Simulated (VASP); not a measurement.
Input of a VASP 6.6.1 run:

The input INCAR:

```
SYSTEM = Ba
PREC = Accurate
ENCUT = 520
EDIFF = 1E-6
ISMEAR = 0
SIGMA = 0.15
LREAL = .FALSE.
LASPH = .TRUE.
NELM = 100
ALGO = Fast
ISIF = 2
LWAVE = .FALSE.
LCHARG = .FALSE.
GGA = PS
NBANDS = 17
```

Contents of KPOINTS:

```
Automatic mesh
0
G
  9 9 12
  0 0 0
```

Contents of POSCAR:

```
Ba
1.0
    7.2059490857      0.0000000000      0.0000000000
   -3.6029745429      6.2405349666      0.0000000000
    0.0000000000      0.0000000000      3.9093935500
Ba
2
Direct
    0.3333333333      0.6666666667      0.5000000000
    0.6666666667      0.3333333333      0.5000000000
```

Potentials or basis: VASP PAW PBE potentials, release 64 (Ba_sv).

Run with:

```bash
$ cat potpaw_PBE.64/Ba_sv/POTCAR > POTCAR
$ mpirun -np 1 vasp_std > vasp.out
```

Question: What does it give for the pressure?

Answer: -0.2 GPa.

Question: Predict the band gap on the k mesh.

Answer: Zero (bands 10 and 11 overlap by 0.87 eV).

Stress tensor (GPa, compression positive):
```
-0.30  0.00  0.00
 0.00 -0.30  0.00
 0.00  0.00 -0.15
```

Caveat: the cell differs from its parent crystal (strain +0.030 along x and y, +0.000 along z); the PAW data sets were made with another functional, which shifts forces and pressure a little; spin-orbit coupling is left out, which moves the levels of the heavy elements.
